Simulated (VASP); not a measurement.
# ZnSe (F-43m) in VASP: settings compared

The runs below take ZnSe through single point, with PBE, r2SCAN0, r2SCANh, PBEsol-based screened hybrid with 25 % exact exchange, PBEsol.

All numbers are computed with VASP 6.6.1; they aren't measurements. Logs are shortened: lines on timing, memory, paths and dates and some standing lists are left out, and cuts for length are marked.

**1. The cell of the first run**

The structure is cubic, space group F-43m (No. 216). Conventional cell: a = 5.668 Å, b = 5.668 Å, c = 5.668 Å, α = 90.00°, β = 90.00°, γ = 90.00°. Se (site symmetry -43m) has 4 Zn at 2.45 Å within 3.2 Å. Within 3.2 Å of Zn (site symmetry -43m) lie 4 Se at 2.45 Å.

**2. Single point, PBE**

INCAR

```
ALGO = Normal ; EDIFF = 1E-6
ENCUT = 520 ; GGA = PE
ISIF = 2 ; ISMEAR = -1
LASPH = True ; LCHARG = False
LREAL = False ; LWAVE = False
NBANDS = 16 ; NELM = 80
PREC = Accurate ; SIGMA = 0.05
```

KPOINTS

```
k-points
0
Gamma
  6 6 6
```

POSCAR

```
ZnSe
1.0
    0.0000000000      2.8338000000      2.8338000000
    2.8338000000      0.0000000000      2.8338000000
    2.8338000000      2.8338000000      0.0000000000
Se Zn
1 1
Direct
    0.7500000000      0.7500000000      0.7500000000
    0.0000000000      0.0000000000      0.0000000000
```

Potentials or basis: VASP PAW PBE potentials, release 64 (Se, Zn).

Command:

```console
$ cat potpaw_PBE.64/Se/POTCAR potpaw_PBE.64/Zn/POTCAR > POTCAR
$ mpirun -np 1 vasp_std > vasp.out
```

OUTCAR:

```text
EDIFF = 1E-6
   ENCUT = 520
   GGA = PE
   ISIF = 2
   ISMEAR = -1
   LASPH = True
   LREAL = False
   NELM = 80
   PREC = Accurate

 ion  position               nearest neighbor table
   1  0.750  0.750  0.750-   2 2.45   2 2.45   2 2.45   2 2.45
   2  0.000  0.000  0.000-   1 2.45   1 2.45   1 2.45   1 2.45

  LATTYP: Found a face centered cubic cell.
 ALAT       =     5.6676000000

  Lattice vectors:

 A1 = (   0.0000000000,   2.8338000000,   2.8338000000)
 A2 = (   2.8338000000,   0.0000000000,   2.8338000000)
 A3 = (   2.8338000000,   2.8338000000,   0.0000000000)

Analysis of symmetry for initial positions (statically):
=====================================================================
 Subroutine PRICEL returns:
 Original cell was already a primitive cell.

 Routine SETGRP: Setting up the symmetry group for a
 face centered cubic supercell.

 Subroutine GETGRP returns: Found 24 space group operations
 (whereof 24 operations were pure point group operations)
 out of a pool of 48 trial point group operations.

The static configuration has the point symmetry T_d .

Analysis of symmetry for dynamics (positions and initial velocities):
=====================================================================
 Subroutine PRICEL returns:
 Original cell was already a primitive cell.

 Routine SETGRP: Setting up the symmetry group for a
 face centered cubic supercell.

 Subroutine GETGRP returns: Found 24 space group operations
 (whereof 24 operations were pure point group operations)
 out of a pool of 48 trial point group operations.

The dynamic configuration has the point symmetry T_d .

 Subroutine INISYM returns: Found 24 space group operations
 (whereof 24 operations are pure point group operations),
 and found     1 'primitive' translations

----------------------------------------------------------------------------------------

                                     Primitive cell

  volume of cell :      45.5132

  direct lattice vectors                    reciprocal lattice vectors
     0.000000000  2.833800000  2.833800000    -0.176441527  0.176441527  0.176441527
     2.833800000  0.000000000  2.833800000     0.176441527 -0.176441527  0.176441527
     2.833800000  2.833800000  0.000000000     0.176441527  0.176441527 -0.176441527

  length of vectors
     4.007598393  4.007598393  4.007598393     0.305605690  0.305605690  0.305605690

  position of ions in fractional coordinates (direct lattice)
     0.750000000  0.750000000  0.750000000
     0.000000000  0.000000000  0.000000000

  ion indices of the primitive-cell ions
   primitive index   ion index
                 1           1
                 2           2

----------------------------------------------------------------------------------------

 KPOINTS: k-points

Automatic generation of k-mesh.
 Grid dimensions read from file:
 generate k-points for:    6    6    6

 Generating k-lattice:

  Cartesian coordinates                     Fractional coordinates (reciprocal lattice)
    -0.029406921  0.029406921  0.029406921     0.166666667  0.000000000  0.000000000
     0.029406921 -0.029406921  0.029406921     0.000000000  0.166666667  0.000000000
     0.029406921  0.029406921 -0.029406921     0.000000000  0.000000000  0.166666667

  Length of vectors
     0.050934282  0.050934282  0.050934282

  Shift w.r.t. Gamma in fractional coordinates (k-lattice)
     0.000000000  0.000000000  0.000000000

 Subroutine IBZKPT returns following result:
 ===========================================

 Found     16 irreducible k-points:

 Following reciprocal coordinates:
            Coordinates               Weight
  0.000000  0.000000  0.000000      1.000000
  0.166667  0.000000  0.000000      8.000000
  0.333333  0.000000  0.000000      8.000000
  0.500000  0.000000  0.000000      4.000000
  0.166667  0.166667  0.000000      6.000000
  0.333333  0.166667  0.000000     24.000000
[... 8 lines left out ...]
 -0.333333  0.333333  0.166667     24.000000
 -0.333333  0.500000  0.166667     12.000000
   k-points           NKPTS =     16   k-points in BZ     NKDIM =     16   number of bands    NBANDS=     16
   number of dos      NEDOS =    301   number of ions     NIONS =      2
   total plane-waves  NPLWV =  27000
   dimension x,y,z NGX =    30 NGY =   30 NGZ =   30
   dimension x,y,z NGXF=    60 NGYF=   60 NGZF=   60
   ions per type =               1   1
   NGX,Y,Z   is equivalent  to a cutoff of  12.44, 12.44, 12.44 a.u.
   NGXF,Y,Z  is equivalent  to a cutoff of  24.89, 24.89, 24.89 a.u.
 SYSTEM =  unknown system
   PREC   = accura    normal or accurate (medium, high low for compatibility)
   ISTART =      0    job   : 0-new  1-cont  2-samecut
   ICHARG =      2    charge: 1-file 2-atom 10-const
   ISPIN  =      1    spin polarized calculation?
   LNONCOLLINEAR =      F non collinear calculations
   LSORBIT =      F    spin-orbit coupling
   LASPH  =      T    aspherical Exc in radial PAW
   ENCUT  =  520.0 eV  38.22 Ry    6.18 a.u.   7.45  7.45  7.45*2*pi/ulx,y,z
   NELM   =     80;   NELMIN=  2; NELMDL= -5     # of ELM steps
   EDIFF  = 0.1E-05   stopping-criterion for ELM
   LREAL  =      F    real-space projection
   EDIFFG = 0.1E-04   stopping-criterion for IOM
   NSW    =      0    number of steps for IOM
   IBRION =     -1    ionic relax: 0-MD 1-quasi-New 2-CG
   NFREE  =      0    steps in history (QN), initial steepest desc. (CG)
   ISIF   =      2    stress and relaxation
   ISYM   =      2    0-nonsym 1-usesym 2-fastsym
   POTIM  = 0.5000    time-step for ionic-motion
   TEBEG  =    0.0;   TEEND  =   0.0 temperature during run
   PSTRESS=    0.0 pullay stress
   NELECT =      18.0000    total number of electrons
   NUPDOWN=      -1.0000    fix difference up-down
   EMIN   =  10.00;   EMAX   =-10.00  energy-range for DOS
   EFERMI =   0.00;   METHOD = LEGACY
   ISMEAR =    -1;   SIGMA  =   0.05  broadening in eV -4-tet -1-fermi 0-gaus
   EFERMI_NEDOS =   21; number of points for ismear=-14 and -15
   IALGO  =     38    algorithm
   IMIX   =      4    mixing-type and parameters
     AMIX     =   0.40;   BMIX     =  1.00
     AMIX_MAG =   1.60;   BMIX_MAG =  1.00
  volume/ion in A,a.u.               =      22.76       153.57
  Fermi-wavevector in a.u.,A,eV,Ry     =   1.201673  2.270834 19.647073  1.444019
  Thomas-Fermi vector in A             =   2.337476
   LORBIT       =      0    0 simple, 1 ext, 2 COOP (PROOUT), +10 PAW based schemes
   GGA     = PE    functional components
   LHFCALC =     F    Hartree Fock is set to
   AEXX    =    0.0000 exact exchange contribution
   IVDW    =     0    specifies the selected vdW correction
   LEPSILON=     F    determine dielectric tensor
   LRPA    =     F    only Hartree local field effects (RPA)
 non-spin polarized calculation
  energy-cutoff  :      520.00
  volume of cell :       45.51
 maximum number of plane-waves:      1243
 NGX is ok and might be reduce to    30
   NGX = 15   NGY = 15   NGZ = 15

 number of electron      18.0000012 magnetization

 Free energy of the ion-electron system (eV)
  ---------------------------------------------------
  ext. energy  EPLUGINS =         0.00000000
  ---------------------------------------------------
  free energy    TOTEN  =        -6.01491956 eV

  energy without entropy =       -6.01491950  energy(sigma->0) =       -6.01491953

 E-fermi :   2.2894     XC(G=0):  -9.3201

 val. band max:        1.6166739703   @ k =   0.0000   0.0000   0.0000
 cond. band min:       2.9054718817   @ k =   0.0000   0.0000   0.0000
 fundamental gap:      1.2887979115
 Fermi energy:         2.2893870926

 k-point     1 :       0.0000    0.0000    0.0000
  band No.  band energies     occupation
      1     -11.6419      2.00000
      2      -4.9326      2.00000
      3      -4.9326      2.00000
      4      -4.9326      2.00000
      5      -4.5632      2.00000
      6      -4.5632      2.00000
[... 8 lines left out ...]
     15      13.0750      0.00000
     16      13.0750      0.00000

 k-point     2 :       0.1667    0.0000    0.0000
  band No.  band energies     occupation
      1     -11.4675      2.00000
      2      -4.9162      2.00000
      3      -4.9060      2.00000
      4      -4.9060      2.00000
      5      -4.5649      2.00000
      6      -4.5649      2.00000
[... 8 lines left out ...]
     15      12.0764      0.00000
     16      12.6356      0.00000

 k-point     3 :       0.3333    0.0000    0.0000
  band No.  band energies     occupation
      1     -11.0759      2.00000
      2      -4.8614      2.00000
      3      -4.8614      2.00000
      4      -4.7621      2.00000
      5      -4.5567      2.00000
      6      -4.5567      2.00000
[... 8 lines left out ...]
     15      12.6672      0.00000
     16      12.6672      0.00000

 k-point     4 :       0.5000    0.0000    0.0000
  band No.  band energies     occupation
      1     -10.8524      2.00000
      2      -4.8451      2.00000
      3      -4.8451      2.00000
      4      -4.5448      2.00000
      5      -4.5448      2.00000
      6      -4.4044      2.00000
[... 8 lines left out ...]
     15      14.7215      0.00000
     16      14.7215      0.00000

 k-point     5 :       0.1667    0.1667    0.0000
  band No.  band energies     occupation
      1     -11.4091      2.00000
      2      -4.9442      2.00000
      3      -4.8804      2.00000
      4      -4.8804      2.00000
      5      -4.5813      2.00000
      6      -4.5511      2.00000
[... 8 lines left out ...]
     15      13.4652      0.00000
     16      13.6412      0.00000

 k-point     6 :       0.3333    0.1667    0.0000
  band No.  band energies     occupation
      1     -11.0862      2.00000
      2      -4.8983      2.00000
      3      -4.8274      2.00000
      4      -4.8056      2.00000
      5      -4.5745      2.00000
      6      -4.5409      2.00000
[... 8 lines left out ...]
     15      13.8144      0.00000
     16      14.1856      0.00000

 k-point     7 :       0.5000    0.1667    0.0000
  band No.  band energies     occupation
      1     -10.7918      2.00000
      2      -4.8438      2.00000
      3      -4.8049      2.00000
      4      -4.6151      2.00000
      5      -4.5412      2.00000
      6      -4.4258      2.00000
[... 8 lines left out ...]
     15      14.4122      0.00000
     16      14.7660      0.00000

 k-point     8 :      -0.3333    0.1667    0.0000
  band No.  band energies     occupation
      1     -10.8670      2.00000
      2      -4.8378      2.00000
      3      -4.8237      2.00000
      4      -4.6388      2.00000
      5      -4.5668      2.00000
      6      -4.5083      2.00000
[... 8 lines left out ...]
     15      13.3159      0.00000
     16      14.7944      0.00000

 k-point     9 :      -0.1667    0.1667    0.0000
  band No.  band energies     occupation
      1     -11.2174      2.00000
      2      -4.8745      2.00000
      3      -4.8737      2.00000
      4      -4.8542      2.00000
      5      -4.5782      2.00000
      6      -4.5474      2.00000
[... 8 lines left out ...]
     15      12.8464      0.00000
     16      14.2877      0.00000

 k-point    10 :       0.3333    0.3333    0.0000
  band No.  band energies     occupation
      1     -10.8847      2.00000
      2      -4.9258      2.00000
      3      -4.7556      2.00000
      4      -4.7556      2.00000
      5      -4.5609      2.00000
      6      -4.5269      2.00000
[... 8 lines left out ...]
     15      14.5621      0.00000
     16      16.8764      0.00000

 k-point    11 :       0.5000    0.3333    0.0000
  band No.  band energies     occupation
      1     -10.6581      2.00000
      2      -4.8671      2.00000
      3      -4.7209      2.00000
      4      -4.6861      2.00000
      5      -4.5280      2.00000
      6      -4.4089      2.00000
[... 8 lines left out ...]
     15      15.1015      0.00000
     16      15.8955      0.00000

 k-point    12 :      -0.3333    0.3333    0.0000
  band No.  band energies     occupation
      1     -10.6513      2.00000
      2      -4.8343      2.00000
      3      -4.7526      2.00000
      4      -4.6051      2.00000
      5      -4.5552      2.00000
      6      -4.3335      2.00000
[... 8 lines left out ...]
     15      12.7717      0.00000
     16      17.2077      0.00000

 k-point    13 :       0.5000    0.5000    0.0000
  band No.  band energies     occupation
      1     -10.5841      2.00000
      2      -4.9007      2.00000
      3      -4.6798      2.00000
      4      -4.6798      2.00000
      5      -4.5148      2.00000
      6      -4.3840      2.00000
[... 8 lines left out ...]
     15      15.5461      0.00000
     16      16.0411      0.00000

 k-point    14 :       0.5000    0.3333    0.1667
  band No.  band energies     occupation
      1     -10.8040      2.00000
      2      -4.8401      2.00000
      3      -4.7941      2.00000
      4      -4.6932      2.00000
      5      -4.5469      2.00000
      6      -4.4967      2.00000
[... 8 lines left out ...]
     15      14.4987      0.00000
     16      15.9176      0.00000

 k-point    15 :      -0.3333    0.3333    0.1667
  band No.  band energies     occupation
      1     -10.6513      2.00000
      2      -4.8201      2.00000
      3      -4.7651      2.00000
      4      -4.5988      2.00000
      5      -4.5694      2.00000
      6      -4.3199      2.00000
[... 8 lines left out ...]
     15      14.6796      0.00000
     16      15.6340      0.00000

 k-point    16 :      -0.3333    0.5000    0.1667
  band No.  band energies     occupation
      1     -10.5804      2.00000
      2      -4.8350      2.00000
      3      -4.7162      2.00000
      4      -4.6436      2.00000
      5      -4.5488      2.00000
      6      -4.2922      2.00000
[... 8 lines left out ...]
     15      15.3722      0.00000
     16      15.7964      0.00000

------------------------ aborting loop because EDIFF is reached ----------------------------------------

  FORCE on cell =-STRESS in cart. coord.  units (eV):
  Direction    XX          YY          ZZ          XY          YZ          ZX
  --------------------------------------------------------------------------------------
  -------------------------------------------------------------------------------------
  Total        0.6735463      0.6735463      0.6735463     -0.0000000      0.0000000     -0.0000000
  in kB       23.7104851     23.7104851     23.7104851     -0.0000000      0.0000000     -0.0000000
  external PRESSURE =      23.7104851 kB  Pullay stress =       0.0000000 kB

 VOLUME and BASIS-vectors are now :
 -----------------------------------------------------------------------------
  energy-cutoff  :      520.00
  volume of cell :       45.51
      direct lattice vectors                 reciprocal lattice vectors
     0.000000000  2.833800000  2.833800000    -0.176441527  0.176441527  0.176441527
     2.833800000  0.000000000  2.833800000     0.176441527 -0.176441527  0.176441527
     2.833800000  2.833800000  0.000000000     0.176441527  0.176441527 -0.176441527

 POSITION                                       TOTAL-FORCE (eV/Angst)
 -----------------------------------------------------------------------------------
      4.25070      4.25070      4.25070        -0.000000     -0.000000     -0.000000
      0.00000      0.00000      0.00000         0.000000      0.000000      0.000000
 -----------------------------------------------------------------------------------
    total drift:                                0.000001      0.000001      0.000001

  FREE ENERGIE OF THE ION-ELECTRON SYSTEM (eV)
  ---------------------------------------------------
  free  energy   TOTEN  =        -6.0149195614 eV

  energy  without entropy=       -6.0149195037  energy(sigma->0) =       -6.01491953
```

It took 12 s on 1 thread of Intel Xeon Platinum 8259CL at 2.50GHz (Skylake/Cascade Lake), shared host; peak memory 0.16 GiB.

What came out:

```
Free energy            : -6.0149 eV
Pressure               : 2.4 GPa
Band gap on the k mesh : 1.29 eV
```

**3. Single point, r2SCAN0**

POSCAR is that of step 2.

INCAR.step1

```
SYSTEM = ZnSe
  PREC = Accurate
  ENCUT = 520
  EDIFF = 1E-5
  ISMEAR = -1
  SIGMA = 0.05
  LREAL = .FALSE.
  LASPH = .TRUE.
  NELM = 80
  ALGO = Normal
  ISIF = 2
  LWAVE = .TRUE.
  LCHARG = .FALSE.
  NBANDS = 16
  GGA = PE
```

INCAR.step2

```
SYSTEM = ZnSe
  PREC = Accurate
  ENCUT = 520
  EDIFF = 1E-7
  ISMEAR = -1
  SIGMA = 0.05
  LREAL = .FALSE.
  LASPH = .TRUE.
  NELM = 80
  ALGO = Normal
  ISIF = 2
  LWAVE = .FALSE.
  LCHARG = .FALSE.
  METAGGA = R2SCAN
  LHFCALC = .TRUE.
  AEXX = 0.25
  LMIXTAU = .TRUE.
  PRECFOCK = Normal
  NBANDS = 16
  ISTART = 1
```

KPOINTS

```
Automatic mesh
0
G
  4 4 4
  0 0 0
```

Potentials or basis: VASP PAW PBE potentials, release 64 (Se, Zn).

Command:

```console
$ cat potpaw_PBE.64/Se/POTCAR potpaw_PBE.64/Zn/POTCAR > POTCAR
$ cp INCAR.step1 INCAR
$ mpirun -np 1 vasp_std > vasp.out
$ cp INCAR.step2 INCAR
$ mpirun -np 1 vasp_std > vasp.out
```

Wall time 9.7 min (1 thread of Intel Xeon Platinum 8259CL at 2.50GHz (Skylake/Cascade Lake), shared host); peak memory 0.18 GiB.

Results (log left out):

| Item | Value |
| --- | --- |
| Free energy | -22.4300 eV |
| Pressure | -0.1 GPa |
| Band gap on the k mesh | 3.49 eV |

Levels at points of the mesh, in eV from the valence-band top:
```
           k point  band 7  band 8  band 9  band 10  band 11  band 12
(0.00, 0.00, 0.00)    0.00    0.00    0.00     3.49     8.04     8.04
(0.50, 0.00, 0.00)   -5.62   -0.93   -0.93     4.71     8.56     8.56
(0.50, 0.50, 0.00)   -5.20   -2.35   -2.35     4.79     5.50    13.42
```

Caveat: the k points lie up to 0.48 Å⁻¹ apart; the PAW data sets were made with another functional, which shifts forces and pressure a little.

**4. Single point, r2SCANh**

POSCAR is that of step 3.

INCAR.step1

```
SYSTEM = ZnSe
PREC = Accurate ; ENCUT = 520
EDIFF = 1E-5 ; ISMEAR = -1
SIGMA = 0.05 ; LREAL = .FALSE.
LASPH = .TRUE. ; NELM = 80
ALGO = Normal ; ISIF = 2
LWAVE = .TRUE. ; LCHARG = .FALSE.
GGA = PE ; NBANDS = 16
```

INCAR.step2

```
SYSTEM = ZnSe
PREC = Accurate ; ENCUT = 520
EDIFF = 1E-6 ; ISMEAR = -1
SIGMA = 0.05 ; LREAL = .FALSE.
LASPH = .TRUE. ; NELM = 80
ALGO = Normal ; ISIF = 2
LWAVE = .FALSE. ; LCHARG = .FALSE.
METAGGA = R2SCAN ; LHFCALC = .TRUE.
AEXX = 0.1 ; LMIXTAU = .TRUE.
PRECFOCK = Normal ; ISTART = 1
NBANDS = 16
```

KPOINTS

```
regular mesh
0
G
  4 4 4
  0 0 0
```

Command:

```console
$ cat potpaw_PBE.64/Se/POTCAR potpaw_PBE.64/Zn/POTCAR > POTCAR
$ cp INCAR.step1 INCAR
$ mpirun -np 1 vasp_std > vasp.out
$ cp INCAR.step2 INCAR
$ mpirun -np 1 vasp_std > vasp.out
```

Wall time 6.9 min (1 thread of Intel Xeon Platinum 8259CL at 2.50GHz (Skylake/Cascade Lake), shared host); peak memory 0.18 GiB.

The run converged. Its results:

* Free energy: -23.8683 eV
* Pressure: 0.2 GPa
* Band gap on the k mesh: 2.51 eV

Levels at points of the mesh, in eV from the valence-band top:
```
           k point  band 6  band 7  band 8  band 9  band 10  band 11  band 12  band 13
(0.00, 0.00, 0.00)   -6.99    0.00    0.00    0.00     2.51     7.00     7.00     7.00
(0.50, 0.00, 0.00)   -6.82   -5.44   -0.90   -0.90     3.70     7.53     7.53     9.74
(0.50, 0.50, 0.00)   -6.79   -4.98   -2.28   -2.28     3.90     4.52    12.27    12.88
```

Caveat: the k points lie up to 0.48 Å⁻¹ apart; the PAW data sets were made with another functional, which shifts forces and pressure a little.

(Continued in part 2 of 2.)
